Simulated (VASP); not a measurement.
Write the native input for VASP 6.6.1 that does the following.

| Quantity | Value |
| --- | --- |
| Task | single point |
| Functional | PBEsol |
| Potentials or basis | VASP PAW PBE potentials, release 64 (Co) |
| Cutoff | 520 eV |
| k mesh | 21 × 21 × 12 |
| Occupations | gaussian, width 0.15 eV |
| Spin | collinear spin, ferromagnetic start |
| Starting moments | [1.79, 1.79] μB |
| Dipole correction | no |
| Further INCAR settings | ALGO = Normal; EDIFF = 1e-06; NBANDS = 20 |

The structure of Co lies in POSCAR:

```
Co
1.0
    2.4555255296      0.0000000000      0.0000000000
   -1.2277627648      2.1265474882      0.0000000000
    0.0000000000      0.0000000000      4.0335000000
Co
2
Direct
    0.3333333333      0.6666666667      0.2500000000
    0.6666666667      0.3333333333      0.7500000000
```

The input as run:

INCAR

```
PREC = Accurate
ENCUT = 520
EDIFF = 1E-6
ISMEAR = 0
SIGMA = 0.15
LREAL = False
LASPH = True
NELM = 150
ALGO = Normal
ISIF = 2
LWAVE = False
LCHARG = False
ISPIN = 2
MAGMOM = 1.79 1.79
LORBIT = 11
LMAXMIX = 4
GGA = PS
NBANDS = 20
```

KPOINTS

```
Automatic mesh
0
Gamma
  21 21 12
```

Potentials or basis: VASP PAW PBE potentials, release 64 (Co).

The run is started by

```console
$ cat potpaw_PBE.64/Co/POTCAR > POTCAR
$ mpirun -np 1 vasp_std > vasp.out
```

Results of the run:

- Pressure: -4.4 GPa
- Net moment: 3.15 μB per cell
- Site moments: Co +1.59 μB
- Valence electrons inside the program's atomic spheres: Co 8.33

Caveat: the stress differs along the axes, from -8 to -3 GPa; the PAW data sets were made with another functional, which shifts forces and pressure a little.

Wall time 3.4 min on 1 thread of Oxide Virtual Turin-like Processor, with other jobs on the host, peak memory 0.25 GiB.
